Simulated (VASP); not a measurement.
# Co (P6_3/mmc) in VASP: notebook

Co is run at these levels: PBEsol; tasks: single point.

Program: VASP 6.6.1. These are calculated values, not measurements. Logs are shortened: lines on timing, memory, paths and dates and some standing lists are left out, and cuts for length are marked.

## Step 1: The cell of the first run

The structure is hexagonal, space group P6_3/mmc (No. 194). Conventional cell: a = 2.374 Å, b = 2.374 Å, c = 3.835 Å, α = 90.00°, β = 90.00°, γ = 120.00°. Within 3.1 Å of Co (site symmetry -6m2) lie 12 Co at 2.36 to 2.37 Å.

## Step 2: Single point, PBEsol, collinear spin, ferromagnetic start

File INCAR:

```
PREC = Accurate ; ENCUT = 520
EDIFF = 1E-7 ; ISMEAR = 0
SIGMA = 0.15 ; LREAL = F
LASPH = T ; NELM = 150
ALGO = Fast ; ISIF = 2
LWAVE = F ; LCHARG = F
ISPIN = 2 ; MAGMOM = 1.79 1.79
LORBIT = 11 ; LMAXMIX = 4
GGA = PS ; NBANDS = 20
```

File KPOINTS:

```
Automatic mesh
0
Gamma
  21 21 12
```

File POSCAR:

```
Co
1.0
    2.3737000000      0.0000000000      0.0000000000
   -1.1868500000      2.0556845010      0.0000000000
    0.0000000000      0.0000000000      3.8351000000
Co
2
Direct
    0.3333333333      0.6666666667      0.2500000000
    0.6666666667      0.3333333333      0.7500000000
```

Potentials or basis: VASP PAW PBE potentials, release 64 (Co).

Launch:

```bash
$ cat potpaw_PBE.64/Co/POTCAR > POTCAR
$ mpirun -np 1 vasp_std > vasp.out
```

OUTCAR:

```text
PREC = Accurate
   ENCUT = 520
   EDIFF = 1E-7
   ISMEAR = 0
   LREAL = F
   LASPH = T
   NELM = 150
   ISIF = 2
   ISPIN = 2
   LORBIT = 11
   GGA = PS

 ion  position               nearest neighbor table
   1  0.333  0.667  0.250-   2 2.36   2 2.36   2 2.36   2 2.36   2 2.36   2 2.36
   2  0.667  0.333  0.750-   1 2.36   1 2.36   1 2.36   1 2.36   1 2.36   1 2.36

  LATTYP: Found a hexagonal cell.
 ALAT       =     2.3737000000
 C/A-ratio  =     1.6156633104

  Lattice vectors:

 A1 = (   2.3737000000,   0.0000000000,   0.0000000000)
 A2 = (  -1.1868500000,   2.0556845010,   0.0000000000)
 A3 = (   0.0000000000,   0.0000000000,   3.8351000000)

Analysis of symmetry for initial positions (statically):
=====================================================================
 Subroutine PRICEL returns:
 Original cell was already a primitive cell.

 Routine SETGRP: Setting up the symmetry group for a
 hexagonal supercell.

 Subroutine GETGRP returns: Found 24 space group operations
 (whereof 12 operations were pure point group operations)
 out of a pool of 24 trial point group operations.

The static configuration has the point symmetry D_3d.
 The point group associated with its full space group is D_6h.

Analysis of symmetry for dynamics (positions and initial velocities):
=====================================================================
 Subroutine PRICEL returns:
 Original cell was already a primitive cell.

 Routine SETGRP: Setting up the symmetry group for a
 hexagonal supercell.

 Subroutine GETGRP returns: Found 24 space group operations
 (whereof 12 operations were pure point group operations)
 out of a pool of 24 trial point group operations.

The dynamic configuration has the point symmetry D_3d.
 The point group associated with its full space group is D_6h.

Analysis of structural, dynamic, and magnetic symmetry:
=====================================================================
 Subroutine PRICEL returns:
 Original cell was already a primitive cell.

 Routine SETGRP: Setting up the symmetry group for a
 hexagonal supercell.

 Subroutine GETGRP returns: Found 24 space group operations
 (whereof 12 operations were pure point group operations)
 out of a pool of 24 trial point group operations.

The overall configuration has the point symmetry D_3d.
 The point group associated with its full space group is D_6h.
[... 118 lines left out ...]
     AMIX     =   0.40;   BMIX     =  1.00
     AMIX_MAG =   1.60;   BMIX_MAG =  1.00
  volume/ion in A,a.u.               =       9.36        63.14
  Fermi-wavevector in a.u.,A,eV,Ry     =   1.616017  3.053830 35.531777  2.611512
  Thomas-Fermi vector in A             =   2.710672
   LORBIT       =     11    0 simple, 1 ext, 2 COOP (PROOUT), +10 PAW based schemes
   GGA     = PS    functional components
   LHFCALC =     F    Hartree Fock is set to
   AEXX    =    0.0000 exact exchange contribution
   IVDW    =     0    specifies the selected vdW correction
   LEPSILON=     F    determine dielectric tensor
   LRPA    =     F    only Hartree local field effects (RPA)
 spin polarized calculation
 RMM-DIIS sequential band-by-band and
 Gauss-broadening in eV      SIGMA  =   0.15
  energy-cutoff  :      520.00
  volume of cell :       18.71
 maximum number of plane-waves:       537
 NGX is ok and might be reduce to    18
   NGX =  9   NGY =  9   NGZ = 15

 number of electron      18.0000015 magnetization       2.9745380

 Free energy of the ion-electron system (eV)
  ---------------------------------------------------
  ext. energy  EPLUGINS =         0.00000000
  ---------------------------------------------------
  free energy    TOTEN  =       -15.31298608 eV

  energy without entropy =      -15.29493426  energy(sigma->0) =      -15.30396017

 E-fermi :  12.3132     XC(G=0): -14.4784

 val. band max:       12.3115521957   @ k =   0.3333   0.1905   0.4167
 cond. band min:      12.3178243394   @ k =   0.2381   0.0476   0.2500
 fundamental gap:      0.0062721437
 Fermi energy:        12.3131677822

 spin component 1

 k-point     1 :       0.0000    0.0000    0.0000
  band No.  band energies     occupation
      1       2.4576      1.00000
      2       6.4278      1.00000
      3       9.5182      1.00000
      4       9.5384      1.00000
      5       9.5384      1.00000
      6       9.9441      1.00000
[... 541 lines left out ...]
     19      39.8424      0.00000
     20      41.5429      0.00000

 [... further k-points ...]

 spin component 2

 k-point     1 :       0.0000    0.0000    0.0000
  band No.  band energies     occupation
      1       2.5477      1.00000
      2       7.3211      1.00000
      3      11.0176      1.00000
      4      11.0300      1.00000
      5      11.0300      1.00000
      6      11.4897      1.00000
[... 541 lines left out ...]
     19      40.1111      0.00000
     20      42.0171      0.00000

 [... further k-points ...]

------------------------ aborting loop because EDIFF is reached ----------------------------------------

  FORCE on cell =-STRESS in cart. coord.  units (eV):
  Direction    XX          YY          ZZ          XY          YZ          ZX
  --------------------------------------------------------------------------------------
  -------------------------------------------------------------------------------------
  Total        3.6057869      3.6057869      3.5475828      0.0000000     -0.0000000      0.0000000
  in kB      308.7106764    308.7106764    303.7275195      0.0000000     -0.0000000      0.0000000
  external PRESSURE =     307.0496241 kB  Pullay stress =       0.0000000 kB

 VOLUME and BASIS-vectors are now :
 -----------------------------------------------------------------------------
  energy-cutoff  :      520.00
  volume of cell :       18.71
      direct lattice vectors                 reciprocal lattice vectors
     2.373700000  0.000000000  0.000000000     0.421283229  0.243227985  0.000000000
    -1.186850000  2.055684501  0.000000000     0.000000000  0.486455971  0.000000000
     0.000000000  0.000000000  3.835100000     0.000000000  0.000000000  0.260749394

 POSITION                                       TOTAL-FORCE (eV/Angst)
 -----------------------------------------------------------------------------------
     -0.00000      1.37046      0.95878        -0.000000      0.000000      0.000000
      1.18685      0.68523      2.87633         0.000000     -0.000000      0.000000
 -----------------------------------------------------------------------------------
    total drift:                               -0.000000      0.000000     -0.000000

  FREE ENERGIE OF THE ION-ELECTRON SYSTEM (eV)
  ---------------------------------------------------
  free  energy   TOTEN  =       -15.3129860815 eV

  energy  without entropy=      -15.2949342601  energy(sigma->0) =      -15.30396017

 total charge

# of ion       s       p       d       tot
------------------------------------------
    1        0.557   0.669   7.380   8.606
    2        0.557   0.669   7.380   8.606
--------------------------------------------------
tot          1.114   1.337  14.760  17.212

 magnetization (x)

# of ion       s       p       d       tot
------------------------------------------
    1       -0.016  -0.052   1.543   1.476
    2       -0.016  -0.052   1.543   1.476
--------------------------------------------------
tot         -0.032  -0.103   3.086   2.952
```

OSZICAR:

```text
N       E                     dE             d eps       ncg     rms          rms(c)
DAV:   1     0.826142236227E+02    0.82614E+02   -0.78880E+03 28924   0.124E+03
DAV:   2    -0.130273141302E+02   -0.95642E+02   -0.85734E+02 27312   0.221E+02
DAV:   3    -0.176355386636E+02   -0.46082E+01   -0.44170E+01 30316   0.575E+01
DAV:   4    -0.177041667680E+02   -0.68628E-01   -0.68574E-01 32972   0.623E+00
DAV:   5    -0.177061740013E+02   -0.20072E-02   -0.20071E-02 31308   0.103E+00    0.187E+01
RMM:   6    -0.155828025790E+02    0.21234E+01   -0.60042E+00 32294   0.264E+01    0.632E+00
RMM:   7    -0.153714294874E+02    0.21137E+00   -0.51519E-01 32638   0.821E+00    0.456E+00
RMM:   8    -0.153269567506E+02    0.44473E-01   -0.32258E-02 37878   0.107E+00    0.227E+00
RMM:   9    -0.153127659990E+02    0.14191E-01   -0.98119E-03 39931   0.487E-01    0.580E-01
RMM:  10    -0.153127827705E+02   -0.16772E-04   -0.13661E-03 39663   0.282E-01    0.333E-01
RMM:  11    -0.153129570687E+02   -0.17430E-03   -0.51263E-04 37020   0.190E-01    0.608E-02
RMM:  12    -0.153129827113E+02   -0.25643E-04   -0.24168E-04 41669   0.748E-02    0.391E-02
RMM:  13    -0.153129875678E+02   -0.48565E-05   -0.20108E-05 39068   0.355E-02    0.201E-02
RMM:  14    -0.153129866383E+02    0.92951E-06   -0.82029E-06 43092   0.161E-02    0.749E-03
RMM:  15    -0.153129860572E+02    0.58109E-06   -0.10582E-06 39884   0.620E-03    0.166E-03
RMM:  16    -0.153129860815E+02   -0.24288E-07   -0.15983E-07 24068   0.236E-03
   1 F= -.15312986E+02 E0= -.15303960E+02  d E =-.180518E-01  mag=     2.9746
```

Run time: 2.1 min. Hardware: 1 thread of Intel Xeon 6975P-C (Granite Rapids), shared host; peak memory 0.28 GiB.

Results:

```
Free energy                                           : -15.3130 eV
Pressure                                              : 30.7 GPa
Net moment                                            : 2.97 μB per cell
Site moments                                          : Co +1.48 μB
Valence electrons inside the program's atomic spheres : Co 8.61
```

Stress tensor (GPa, compression positive):
```
30.87  0.00  0.00
 0.00 30.87  0.00
 0.00  0.00 30.37
```

Levels at points of the mesh, in eV from the Fermi level:
Spin up:
| k point | band 8 | band 9 | band 10 | band 11 | band 12 | band 13 |
| --- | --- | --- | --- | --- | --- | --- |
| (0.00, 0.00, 0.00) | -1.93 | -1.93 | -0.53 | -0.53 | -0.17 | 7.81 |
| (0.00, 0.00, 0.50) | -2.86 | -0.92 | -0.92 | -0.92 | -0.92 | 16.81 |
Spin down:
```
           k point  band 3  band 4  band 5  band 6  band 7  band 8  band 9  band 10  band 11  band 12
(0.00, 0.00, 0.00)   -1.30   -1.28   -1.28   -0.82   -0.82   -0.31   -0.31    -0.11     1.20     1.20
(0.00, 0.00, 0.50)   -1.94   -1.94   -1.36   -1.36   -1.36   -1.36    0.79     0.79     0.79     0.79
```

Caveat: the cell stands under pressure; the PAW data sets were made with another functional, which shifts forces and pressure a little.

## Step 3: Single point, PBEsol, collinear spin, ferromagnetic start

This run uses another cell than the first one, of 10.88 Å³/atom.

File INCAR:

```
ALGO = Normal
EDIFF = 1E-7
ENCUT = 520
GGA = PS
ISIF = 2
ISMEAR = 0
ISPIN = 2
LASPH = T
LCHARG = F
LMAXMIX = 4
LORBIT = 11
LREAL = F
LWAVE = F
MAGMOM = 1.79 1.79
NBANDS = 20
NELM = 150
PREC = Accurate
SIGMA = 0.15
```

File KPOINTS:

```
k-points
0
Gamma
  21 21 12
```

File POSCAR:

```
Co
1.0
    2.4555255296      0.0000000000      0.0000000000
   -1.2277627648      2.1265474882      0.0000000000
    0.0000000000      0.0000000000      4.1657000000
Co
2
Direct
    0.3333333333      0.6666666667      0.2500000000
    0.6666666667      0.3333333333      0.7500000000
```

Potentials or basis: VASP PAW PBE potentials, release 64 (Co).

Launch:

```bash
$ cat potpaw_PBE.64/Co/POTCAR > POTCAR
$ mpirun -np 1 vasp_std > vasp.out
```

OUTCAR:

```text
EDIFF = 1E-7
   ENCUT = 520
   GGA = PS
   ISIF = 2
   ISMEAR = 0
   ISPIN = 2
   LASPH = T
   LORBIT = 11
   LREAL = F
   NELM = 150
   PREC = Accurate

 ion  position               nearest neighbor table
   1  0.333  0.667  0.250-   2 2.52   2 2.52   2 2.52   2 2.52   2 2.52   2 2.52
   2  0.667  0.333  0.750-   1 2.52   1 2.52   1 2.52   1 2.52   1 2.52   1 2.52

  LATTYP: Found a hexagonal cell.
 ALAT       =     2.4555255296
 C/A-ratio  =     1.6964596579

  Lattice vectors:

 A1 = (   2.4555255296,   0.0000000000,   0.0000000000)
 A2 = (  -1.2277627648,   2.1265474882,   0.0000000000)
 A3 = (   0.0000000000,   0.0000000000,   4.1657000000)

Analysis of symmetry for initial positions (statically):
=====================================================================
 Subroutine PRICEL returns:
 Original cell was already a primitive cell.

[... 753 lines left out ...]
      1       1.1408      1.00000
      2       5.7471      1.00000
      3       8.7719      1.00000
      4       9.0968      1.00000
      5       9.0968      1.00000
      6       9.4007      1.00000
[... 541 lines left out ...]
     19      35.5864      0.00000
     20      36.7828      0.00000

 [... further k-points ...]

------------------------ aborting loop because EDIFF is reached ----------------------------------------

  FORCE on cell =-STRESS in cart. coord.  units (eV):
  Direction    XX          YY          ZZ          XY          YZ          ZX
  --------------------------------------------------------------------------------------
  -------------------------------------------------------------------------------------
  Total       -0.8189143     -0.8189143     -2.6193340      0.0000000     -0.0000000      0.0000000
  in kB      -60.3172438    -60.3172438   -192.9274097      0.0000000     -0.0000000      0.0000000
  external PRESSURE =    -104.5206325 kB  Pullay stress =       0.0000000 kB

 VOLUME and BASIS-vectors are now :
 -----------------------------------------------------------------------------
  energy-cutoff  :      520.00
  volume of cell :       21.75
      direct lattice vectors                 reciprocal lattice vectors
     2.455525530  0.000000000  0.000000000     0.407244799  0.235122894  0.000000000
    -1.227762765  2.126547488  0.000000000     0.000000000  0.470245788  0.000000000
     0.000000000  0.000000000  4.165700000     0.000000000  0.000000000  0.240055693

 POSITION                                       TOTAL-FORCE (eV/Angst)
 -----------------------------------------------------------------------------------
     -0.00000      1.41770      1.04143         0.000000      0.000000      0.000000
      1.22776      0.70885      3.12427        -0.000000      0.000000      0.000000
 -----------------------------------------------------------------------------------
    total drift:                                0.000000     -0.000000     -0.000000

  FREE ENERGIE OF THE ION-ELECTRON SYSTEM (eV)
  ---------------------------------------------------
  free  energy   TOTEN  =       -15.4137370634 eV

  energy  without entropy=      -15.3916692439  energy(sigma->0) =      -15.40270315

 total charge

# of ion       s       p       d       tot
------------------------------------------
    1        0.489   0.523   7.256   8.268
    2        0.489   0.523   7.256   8.268
--------------------------------------------------
tot          0.978   1.047  14.511  16.536

 magnetization (x)

# of ion       s       p       d       tot
------------------------------------------
    1       -0.014  -0.049   1.687   1.624
    2       -0.014  -0.049   1.687   1.624
--------------------------------------------------
tot         -0.028  -0.099   3.375   3.248
```

OSZICAR:

```text
N       E                     dE             d eps       ncg     rms          rms(c)
DAV:   1     0.829942848316E+02    0.82994E+02   -0.78702E+03 28360   0.119E+03
DAV:   2    -0.134270997649E+02   -0.96421E+02   -0.86682E+02 27228   0.216E+02
DAV:   3    -0.178929788922E+02   -0.44659E+01   -0.42664E+01 30596   0.561E+01
DAV:   4    -0.179611585594E+02   -0.68180E-01   -0.68124E-01 33332   0.609E+00
DAV:   5    -0.179631036630E+02   -0.19451E-02   -0.19450E-02 31348   0.979E-01    0.157E+01
DAV:   6    -0.159436118255E+02    0.20195E+01   -0.88780E+00 30444   0.613E+01    0.754E+00
DAV:   7    -0.154523403258E+02    0.49127E+00   -0.14142E+00 31200   0.224E+01    0.385E+00
DAV:   8    -0.154311803927E+02    0.21160E-01   -0.16461E-02 35996   0.118E+00    0.171E+00
DAV:   9    -0.154146159993E+02    0.16564E-01   -0.26899E-03 44328   0.953E-01    0.536E-01
DAV:  10    -0.154139122087E+02    0.70379E-03   -0.55816E-04 35412   0.302E-01    0.187E-01
DAV:  11    -0.154137523579E+02    0.15985E-03   -0.77402E-05 40512   0.132E-01    0.333E-02
DAV:  12    -0.154137407763E+02    0.11582E-04   -0.59312E-06 31936   0.229E-02    0.194E-02
DAV:  13    -0.154137371314E+02    0.36449E-05   -0.22813E-06 42460   0.179E-02    0.112E-02
DAV:  14    -0.154137370634E+02    0.67968E-07   -0.25923E-07 30228   0.494E-03
   1 F= -.15413737E+02 E0= -.15402703E+02  d E =-.220678E-01  mag=     3.2189
```

stdout:

```text
POSCAR found type information on POSCAR Co
 POSCAR found :  1 types and       2 ions
 scaLAPACK will be used
 -----------------------------------------------------------------------------
|                                                                             |
|                                                                             |
|     You enforced a specific xc type in the INCAR file but a different       |
|     I HOPE YOU KNOW WHAT YOU ARE DOING!                                     |
|                                                                             |
 -----------------------------------------------------------------------------

 LDA part: xc-table for (Slater+PW92), standard interpolation
 POSCAR, INCAR and KPOINTS ok, starting setup
 FFT: planning ... GRIDC
 FFT: planning ... GRID_SOFT
 FFT: planning ... GRID
 WAVECAR not read
 entering main loop
```

Run time: 3.3 min. Hardware: 1 thread of Oxide Virtual Turin-like, shared host; peak memory 0.27 GiB.

Results:

| Property | Result |
| --- | --- |
| Free energy | -15.4137 eV |
| Pressure | -10.5 GPa |
| Net moment | 3.22 μB per cell |
| Site moments | Co +1.62 μB |
| Valence electrons inside the program's atomic spheres | Co 8.27 |

Caveat: the stress differs along the axes, from -19 to -6 GPa; the PAW data sets were made with another functional, which shifts forces and pressure a little.
